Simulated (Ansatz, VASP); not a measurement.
# Two plane-wave programs on Sb2Te4O

```xyz
7
Lattice="3.2070 1.8516 5.4795 -3.2070 1.8516 5.4795 0.0000 -3.7031 5.4795" Properties=species:S:1:pos:R:3 pbc="T T T"
Sb    0.0000    0.0000    2.9906
Sb    0.0000    0.0000   13.4479
Te    0.0000    1.8516    5.4795
Te   -1.6035   -0.9258    5.4795
Te    1.6035   -0.9258    5.4795
Te    0.0000    0.0000    0.0000
O     0.0000    0.0000    8.2192
```

Alike in both runs: functional PBE; k mesh 3 × 3 × 3; occupations gaussian, width 0.15 eV; no spin polarisation.

Ansatz relaxed the structure, and its values are those at the end. VASP's run is a single point on that final structure, the one shown.

|  | VASP | Ansatz |
| --- | --- | --- |
| version | VASP 6.6.1 | Ansatz 0.2.0 |
| potentials or method | VASP PAW PBE potentials, release 64 (Sb, Te, O), cutoff 600 eV | scalar-relativistic, plane waves, PAW |
| valence electrons in the cell | 40 | 100 |

```tsv
	VASP	Ansatz	Ansatz less VASP
gap on the k mesh at the Fermi level (eV)	none	none	-
pressure (GPa)	0.1	0.2	+0.11
rms of the force components (eV/Å)	0.006	0.003	-0.0023
```

A gap of «none» marks a metal or a gap that the smearing closes. VASP's potentials hold 40 valence electrons a cell and Ansatz's 100, so a difference there can come from the potentials and not from the codes.

The k mesh is coarse, so the values compare programs but aren't converged. Neither program's run includes spin-orbit coupling.
